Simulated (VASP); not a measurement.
# CaC (P-3m1) in VASP: a series of runs

The runs below take CaC through single point, relaxation of cell and atoms, with PBE.

Program: VASP 6.6.1. These are calculated values, not measurements. Logs are shortened: lines on timing, memory, paths and dates and some standing lists are left out, and cuts for length are marked.

**1. The cell of the first run**

Symmetry: P-3m1, No. 164, trigonal system. Conventional cell: a = 3.853 Å, b = 3.853 Å, c = 7.264 Å, α = 90.00°, β = 90.00°, γ = 120.00°. Within 3.4 Å of Ca (site symmetry 3m) lie 6 C at 2.56 to 3.37 Å. C (site symmetry 3m) has 1 C at 1.27 Å within 1.7 Å.

The cell was generated, and may not be a known phase.

**2. Single point, PBE, collinear spin**

INCAR

```
PREC = Accurate
ENCUT = 520
EDIFF = 1E-6
ISMEAR = 0
SIGMA = 0.1
LREAL = False
LASPH = True
NELM = 150
ALGO = Fast
ISIF = 2
LWAVE = False
LCHARG = False
ISPIN = 2
MAGMOM = 0 0 1 1
LORBIT = 11
GGA = PE
NBANDS = 26
```

KPOINTS

```
Automatic mesh
0
Gamma
  6 6 4
```

POSCAR

```
CaC
1.0
    3.8529296447      0.0000000031      0.0000000000
   -1.9264648250      3.3367349498      0.0000000000
    0.0000000000      0.0000000000      7.2639997527
Ca C
2 2
Direct
    0.3333333333      0.6666666667      0.7388463136
    0.6666666667      0.3333333333      0.2611536864
    0.0000000000      0.0000000000      0.9124632049
    0.0000000000      0.0000000000      0.0875367951
```

Potentials or basis: VASP PAW PBE potentials, release 64 (Ca_sv, C).

The run is started by

```console
> cat potpaw_PBE.64/Ca_sv/POTCAR potpaw_PBE.64/C/POTCAR > POTCAR
> mpirun -np 1 vasp_std > vasp.out
```

OUTCAR:

```text
PREC = Accurate
   ENCUT = 520
   EDIFF = 1E-6
   ISMEAR = 0
   LREAL = False
   LASPH = True
   NELM = 150
   ISIF = 2
   ISPIN = 2
   LORBIT = 11
   GGA = PE

 ion  position               nearest neighbor table
   1  0.333  0.667  0.739-   3 2.56   3 2.56   3 2.56
   2  0.667  0.333  0.261-   4 2.56   4 2.56   4 2.56
   3  0.000  0.000  0.912-   4 1.27   1 2.56   1 2.56   1 2.56
   4  0.000  0.000  0.088-   3 1.27   2 2.56   2 2.56   2 2.56

  LATTYP: Found a hexagonal cell.
 ALAT       =     3.8529296447
 C/A-ratio  =     1.8853185556

  Lattice vectors:

 A1 = (   3.8529296447,   0.0000000031,   0.0000000000)
 A2 = (  -1.9264648250,   3.3367349498,   0.0000000000)
 A3 = (   0.0000000000,   0.0000000000,   7.2639997527)

Analysis of symmetry for initial positions (statically):
=====================================================================
 Subroutine PRICEL returns:
 Original cell was already a primitive cell.

 Routine SETGRP: Setting up the symmetry group for a
 hexagonal supercell.

 Subroutine GETGRP returns: Found 12 space group operations
 (whereof 12 operations were pure point group operations)
 out of a pool of 24 trial point group operations.

The static configuration has the point symmetry D_3d.

Analysis of symmetry for dynamics (positions and initial velocities):
=====================================================================
 Subroutine PRICEL returns:
 Original cell was already a primitive cell.

 Routine SETGRP: Setting up the symmetry group for a
 hexagonal supercell.

 Subroutine GETGRP returns: Found 12 space group operations
 (whereof 12 operations were pure point group operations)
 out of a pool of 24 trial point group operations.

The dynamic configuration has the point symmetry D_3d.

Analysis of structural, dynamic, and magnetic symmetry:
=====================================================================
 Subroutine PRICEL returns:
 Original cell was already a primitive cell.

 Routine SETGRP: Setting up the symmetry group for a
 hexagonal supercell.

 Subroutine GETGRP returns: Found 12 space group operations
 (whereof 12 operations were pure point group operations)
 out of a pool of 24 trial point group operations.

The overall configuration has the point symmetry D_3d.

 Subroutine INISYM returns: Found 12 space group operations
 (whereof 12 operations are pure point group operations),
 and found     1 'primitive' translations

----------------------------------------------------------------------------------------

                                     Primitive cell

  volume of cell :      93.3875

  direct lattice vectors                    reciprocal lattice vectors
     3.852929645  0.000000003  0.000000000     0.259542761  0.149847083  0.000000000
    -1.926464825  3.336734950  0.000000000    -0.000000000  0.299694166  0.000000000
     0.000000000  0.000000000  7.263999753     0.000000000  0.000000000  0.137665203

  length of vectors
     3.852929645  3.852929645  7.263999753     0.299694166  0.299694166  0.137665203

  position of ions in fractional coordinates (direct lattice)
     0.333333333  0.666666667  0.738846314
     0.666666667  0.333333333  0.261153686
     0.000000000  0.000000000  0.912463205
     0.000000000  0.000000000  0.087536795

  ion indices of the primitive-cell ions
   primitive index   ion index
                 1           1
                 2           2
                 3           3
                 4           4

----------------------------------------------------------------------------------------

 KPOINTS: Automatic mesh

Automatic generation of k-mesh.
 Grid dimensions read from file:
 generate k-points for:    6    6    4

 Generating k-lattice:

  Cartesian coordinates                     Fractional coordinates (reciprocal lattice)
     0.043257127  0.024974514  0.000000000     0.166666667  0.000000000  0.000000000
    -0.000000000  0.049949028  0.000000000     0.000000000  0.166666667  0.000000000
     0.000000000  0.000000000  0.034416301     0.000000000  0.000000000  0.250000000

  Length of vectors
     0.049949028  0.049949028  0.034416301

  Shift w.r.t. Gamma in fractional coordinates (k-lattice)
     0.000000000  0.000000000  0.000000000

 Subroutine IBZKPT returns following result:
 ===========================================

 Found     24 irreducible k-points:

 Following reciprocal coordinates:
            Coordinates               Weight
  0.000000  0.000000  0.000000      1.000000
  0.166667  0.000000  0.000000      6.000000
  0.333333  0.000000  0.000000      6.000000
  0.500000  0.000000  0.000000      3.000000
  0.166667  0.166667  0.000000      6.000000
  0.333333  0.166667  0.000000     12.000000
[... 16 lines left out ...]
  0.333333  0.166667  0.500000     12.000000
  0.333333  0.333333  0.500000      2.000000
   k-points           NKPTS =     24   k-points in BZ     NKDIM =     24   number of bands    NBANDS=     26
   number of dos      NEDOS =    301   number of ions     NIONS =      4
   total plane-waves  NPLWV =  48600
   dimension x,y,z NGX =    30 NGY =   30 NGZ =   54
   dimension x,y,z NGXF=    60 NGYF=   60 NGZF=  108
   ions per type =               2   2
   NGX,Y,Z   is equivalent  to a cutoff of  12.94, 12.94, 12.36 a.u.
   NGXF,Y,Z  is equivalent  to a cutoff of  25.89, 25.89, 24.72 a.u.
 SYSTEM =  unknown system
   PREC   = accura    normal or accurate (medium, high low for compatibility)
   ISTART =      0    job   : 0-new  1-cont  2-samecut
   ICHARG =      2    charge: 1-file 2-atom 10-const
   ISPIN  =      2    spin polarized calculation?
   LNONCOLLINEAR =      F non collinear calculations
   LSORBIT =      F    spin-orbit coupling
   LASPH  =      T    aspherical Exc in radial PAW
   ENCUT  =  520.0 eV  38.22 Ry    6.18 a.u.   7.16  7.16 13.51*2*pi/ulx,y,z
   NELM   =    150;   NELMIN=  2; NELMDL= -5     # of ELM steps
   EDIFF  = 0.1E-05   stopping-criterion for ELM
   LREAL  =      F    real-space projection
   EDIFFG = 0.1E-04   stopping-criterion for IOM
   NSW    =      0    number of steps for IOM
   IBRION =     -1    ionic relax: 0-MD 1-quasi-New 2-CG
   NFREE  =      0    steps in history (QN), initial steepest desc. (CG)
   ISIF   =      2    stress and relaxation
   ISYM   =      2    0-nonsym 1-usesym 2-fastsym
   POTIM  = 0.5000    time-step for ionic-motion
   TEBEG  =    0.0;   TEEND  =   0.0 temperature during run
   PSTRESS=    0.0 pullay stress
   NELECT =      28.0000    total number of electrons
   NUPDOWN=      -1.0000    fix difference up-down
   EMIN   =  10.00;   EMAX   =-10.00  energy-range for DOS
   EFERMI =   0.00;   METHOD = LEGACY
   ISMEAR =     0;   SIGMA  =   0.10  broadening in eV -4-tet -1-fermi 0-gaus
   EFERMI_NEDOS =   21; number of points for ismear=-14 and -15
   IALGO  =     68    algorithm
   IMIX   =      4    mixing-type and parameters
     AMIX     =   0.40;   BMIX     =  1.00
     AMIX_MAG =   1.60;   BMIX_MAG =  1.00
  volume/ion in A,a.u.               =      23.35       157.55
  Fermi-wavevector in a.u.,A,eV,Ry     =   1.095716  2.070603 16.335065  1.200593
  Thomas-Fermi vector in A             =   2.232045
   LORBIT       =     11    0 simple, 1 ext, 2 COOP (PROOUT), +10 PAW based schemes
   GGA     = PE    functional components
   LHFCALC =     F    Hartree Fock is set to
   AEXX    =    0.0000 exact exchange contribution
   IVDW    =     0    specifies the selected vdW correction
   LEPSILON=     F    determine dielectric tensor
   LRPA    =     F    only Hartree local field effects (RPA)
 spin polarized calculation
 RMM-DIIS sequential band-by-band and
 Gauss-broadening in eV      SIGMA  =   0.10
  energy-cutoff  :      520.00
  volume of cell :       93.39
 maximum number of plane-waves:      2553
 NGX is ok and might be reduce to    30
   NGX = 15   NGY = 15   NGZ = 27

 number of electron      27.9999999 magnetization       0.0003870

 number of electron      27.9999999 magnetization      -0.0000365

 Free energy of the ion-electron system (eV)
  ---------------------------------------------------
  ext. energy  EPLUGINS =         0.00000000
  ---------------------------------------------------
  free energy    TOTEN  =       -22.01065240 eV

  energy without entropy =      -22.00507261  energy(sigma->0) =      -22.00786251

 E-fermi :   2.8804     XC(G=0):  -8.4231

 val. band max:        2.8077600678   @ k =   0.3333   0.0000   0.0000
 cond. band min:       2.9067005314   @ k =   0.1667   0.1667   0.0000
 fundamental gap:      0.0989404637
 Fermi energy:         2.8803991821

 spin component 1

 k-point     1 :       0.0000    0.0000    0.0000
  band No.  band energies     occupation
      1     -38.8452      1.00000
      2     -38.8403      1.00000
      3     -19.9311      1.00000
      4     -19.8474      1.00000
      5     -19.7893      1.00000
      6     -19.7893      1.00000
[... 18 lines left out ...]
     25       7.4174      0.00000
     26       8.9709      0.00000

 k-point     2 :       0.1667    0.0000    0.0000
  band No.  band energies     occupation
      1     -38.8418      1.00000
      2     -38.8375      1.00000
      3     -19.9190      1.00000
      4     -19.8487      1.00000
      5     -19.8264      1.00000
      6     -19.8204      1.00000
[... 18 lines left out ...]
     25       7.8736      0.00000
     26       8.6172      0.00000

 k-point     3 :       0.3333    0.0000    0.0000
  band No.  band energies     occupation
      1     -38.8349      1.00000
      2     -38.8321      1.00000
      3     -19.9117      1.00000
      4     -19.8961      1.00000
      5     -19.8864      1.00000
      6     -19.8432      1.00000
[... 572 lines left out ...]
 k-point    23 :       0.3333    0.1667    0.5000
  band No.  band energies     occupation
      1     -38.8307      1.00000
      2     -38.8301      1.00000
      3     -19.9290      1.00000
      4     -19.9191      1.00000
      5     -19.8623      1.00000
      6     -19.8555      1.00000
[... 18 lines left out ...]
     25       8.0306      0.00000
     26       8.6484      0.00000

 k-point    24 :       0.3333    0.3333    0.5000
  band No.  band energies     occupation
      1     -38.8289      1.00000
      2     -38.8289      1.00000
      3     -19.9051      1.00000
      4     -19.8998      1.00000
      5     -19.8901      1.00000
      6     -19.8901      1.00000
[... 18 lines left out ...]
     25       8.1734      0.00000
     26       9.7387      0.00000
 Fermi energy:         2.8803991821

 spin component 2

 k-point     1 :       0.0000    0.0000    0.0000
  band No.  band energies     occupation
      1     -38.8452      1.00000
      2     -38.8403      1.00000
      3     -19.9311      1.00000
      4     -19.8474      1.00000
      5     -19.7893      1.00000
      6     -19.7893      1.00000
[... 18 lines left out ...]
     25       7.4116      0.00000
     26       8.3331      0.00000

 k-point     2 :       0.1667    0.0000    0.0000
  band No.  band energies     occupation
      1     -38.8418      1.00000
      2     -38.8375      1.00000
      3     -19.9190      1.00000
      4     -19.8487      1.00000
      5     -19.8264      1.00000
      6     -19.8204      1.00000
[... 18 lines left out ...]
     25       7.8615      0.00000
     26       8.8224      0.00000

 k-point     3 :       0.3333    0.0000    0.0000
  band No.  band energies     occupation
      1     -38.8349      1.00000
      2     -38.8321      1.00000
      3     -19.9117      1.00000
      4     -19.8961      1.00000
      5     -19.8864      1.00000
      6     -19.8432      1.00000
[... 572 lines left out ...]
 k-point    23 :       0.3333    0.1667    0.5000
  band No.  band energies     occupation
      1     -38.8307      1.00000
      2     -38.8301      1.00000
      3     -19.9290      1.00000
      4     -19.9191      1.00000
      5     -19.8623      1.00000
      6     -19.8555      1.00000
[... 18 lines left out ...]
     25       8.0243      0.00000
     26       8.6277      0.00000

 k-point    24 :       0.3333    0.3333    0.5000
  band No.  band energies     occupation
      1     -38.8289      1.00000
      2     -38.8289      1.00000
      3     -19.9051      1.00000
      4     -19.8998      1.00000
      5     -19.8901      1.00000
      6     -19.8901      1.00000
[... 18 lines left out ...]
     25       8.1731      0.00000
     26       9.6938      0.00000

------------------------ aborting loop because EDIFF is reached ----------------------------------------

  FORCE on cell =-STRESS in cart. coord.  units (eV):
  Direction    XX          YY          ZZ          XY          YZ          ZX
  --------------------------------------------------------------------------------------
  -------------------------------------------------------------------------------------
  Total        0.0828017      0.0828017      0.1818799      0.0000000     -0.0000000      0.0000000
  in kB        1.4205661      1.4205661      3.1203738      0.0000000     -0.0000000      0.0000000
  external PRESSURE =       1.9871686 kB  Pullay stress =       0.0000000 kB

 VOLUME and BASIS-vectors are now :
 -----------------------------------------------------------------------------
  energy-cutoff  :      520.00
  volume of cell :       93.39
      direct lattice vectors                 reciprocal lattice vectors
     3.852929645  0.000000003  0.000000000     0.259542761  0.149847083  0.000000000
    -1.926464825  3.336734950  0.000000000    -0.000000000  0.299694166  0.000000000
     0.000000000  0.000000000  7.263999753     0.000000000  0.000000000  0.137665203

 POSITION                                       TOTAL-FORCE (eV/Angst)
 -----------------------------------------------------------------------------------
     -0.00000      2.22449      5.36698         0.000000     -0.000000     -0.003140
      1.92646      1.11224      1.89702         0.000000      0.000000      0.003140
      0.00000      0.00000      6.62813        -0.000000      0.000000     -0.087881
      0.00000      0.00000      0.63587        -0.000000      0.000000      0.087881
 -----------------------------------------------------------------------------------
    total drift:                                0.000000     -0.000000      0.000000

  FREE ENERGIE OF THE ION-ELECTRON SYSTEM (eV)
  ---------------------------------------------------
  free  energy   TOTEN  =       -22.0106524034 eV

  energy  without entropy=      -22.0050726091  energy(sigma->0) =      -22.00786251

 total charge

# of ion       s       p       d       tot
------------------------------------------
    1        2.055   5.847   0.209   8.111
    2        2.055   5.847   0.209   8.111
    3        0.931   1.585   0.000   2.516
    4        0.931   1.585   0.000   2.516
--------------------------------------------------
tot          5.974  14.864   0.418  21.255

 magnetization (x)

# of ion       s       p       d       tot
------------------------------------------
    1        0.000  -0.000  -0.000  -0.000
    2        0.000  -0.000  -0.000  -0.000
    3        0.000  -0.000   0.000  -0.000
    4        0.000  -0.000   0.000  -0.000
--------------------------------------------------
tot          0.000  -0.000  -0.000  -0.000
```

It took 3.2 min on 1 thread of Oxide Virtual Turin-like, shared host; peak memory 0.26 GiB.

Results:

```yaml
Free_energy: -22.0107 eV
Pressure: 0.2 GPa
Largest_force: 0.088 eV/Å
Band_gap_on_the_k_mesh: zero (filled and empty bands overlap)
Net_moment: 0.00 μB per cell
Valence_electrons_inside_the_program's_atomic_spheres: Ca 8.11; C 2.52
```

Forces on the atoms (eV/Å):
```
Ca   0.000  0.000 -0.003
Ca   0.000  0.000  0.003
C    0.000  0.000 -0.088
C    0.000  0.000  0.088
```

Stress tensor (GPa, compression positive):
```
0.14 0.00 0.00
0.00 0.14 0.00
0.00 0.00 0.31
```

**3. Relaxation of cell and atoms, PBE**

INCAR

```
ALGO = Fast
EDIFF = 1E-6
EDIFFG = -0.01
ENCUT = 600
GGA = PE
IBRION = 2
ISIF = 3
ISMEAR = 0
LASPH = T
LCHARG = F
LREAL = F
LWAVE = F
NELM = 100
NSW = 100
PREC = Accurate
SIGMA = 0.1
```

KPOINTS

```
k-points
0
Gamma
  12 12 6
```

POSCAR: that of step 2 with these lines changed.

```diff
@@ -2,4 +2,4 @@
 1.0
-    3.8529296447      0.0000000031      0.0000000000
-   -1.9264648250      3.3367349498      0.0000000000
+    3.8529296447      0.0000000000      0.0000000000
+   -1.9264648224      3.3367349513      0.0000000000
     0.0000000000      0.0000000000      7.2639997527
```

Potentials or basis: VASP PAW PBE potentials, release 64 (Ca_sv, C).

The run is started by

```console
> cat potpaw_PBE.64/Ca_sv/POTCAR potpaw_PBE.64/C/POTCAR > POTCAR
> mpirun -np 1 vasp_std > vasp.out
```

Wall time 26 min (1 thread of Oxide Virtual Turin-like, shared host); peak memory 0.36 GiB.

Results (log left out):

```
Free energy                           : -21.9990 eV
Relaxed volume                        : 23.46 Å³/atom
Relaxed cell                          : a = 3.865 Å, b = 3.865 Å, c = 7.253 Å, α = 90.00°, β = 90.00°, γ = 120.00°
Space group after relaxing (to 0.1 Å) : P-3m1 (No. 164)
Energy gained by relaxing             : 0.2 meV/atom
Ionic steps                           : 11
Pressure after relaxing               : 0.0 GPa
Largest force after relaxing          : 0.009 eV/Å
Band gap on the k mesh                : zero (bands 14 and 15 overlap by 0.66 eV)
```

Forces in eV/Å, atoms in the order of the input:
```
Ca   0.000  0.000  0.009
Ca   0.000  0.000 -0.009
C    0.000  0.000 -0.003
C    0.000  0.000  0.003
```

The path:
| step | energy change (eV) | largest force (eV/Å) | pressure (GPa) | volume (Å³) |
| --- | --- | --- | --- | --- |
| 1 | 0.0000 | 0.1213 | 0.21 | 93.39 |
| 2 | 0.0044 | 0.7689 | -0.55 | 93.80 |
| 3 | -0.0002 | 0.0216 | 0.09 | 93.45 |
| 4 | -0.0004 | 0.0223 | 0.01 | 93.66 |
| 5 | -0.0005 | 0.0229 | 0.00 | 93.77 |
| 6 | -0.0005 | 0.0239 | -0.09 | 94.00 |
| 7 | -0.0005 | 0.0244 | -0.06 | 93.90 |
| 8 | -0.0006 | 0.0155 | -0.04 | 93.88 |
| 9 | -0.0006 | 0.0381 | -0.04 | 93.86 |
| 10 | -0.0006 | 0.0476 | 0.05 | 93.82 |
| 11 | -0.0006 | 0.0094 | 0.01 | 93.84 |

Final structure:
```
Ca C
1.0
     3.86516    0.00000    0.00000
    -1.93258    3.34733    0.00000
     0.00000    0.00000    7.25329
Ca C
2 2
Direct
  0.33333 0.66667 0.73963
  0.66667 0.33333 0.26037
  0.00000 0.00000 0.91218
  0.00000 0.00000 0.08782
```

Levels at points of the mesh, in eV from the Fermi level:
```tsv
k point	band 10	band 11	band 12	band 13	band 14	band 15	band 16	band 17	band 18
(0.00, 0.00, 0.00)	-6.99	-4.87	-3.77	-3.77	-1.20	1.00	1.00	1.70	2.07
(0.50, 0.00, 0.00)	-6.44	-5.21	-3.99	-3.82	-0.21	0.26	0.28	1.74	2.43
(0.00, 0.00, 0.50)	-7.10	-4.55	-3.78	-3.78	-1.71	1.04	1.04	1.89	2.79
(0.50, 0.00, 0.50)	-6.45	-5.19	-3.99	-3.77	-0.61	0.19	0.99	1.63	1.64
```

The gap in the log of VASP goes by the Fermi energy; the results here count the filled bands.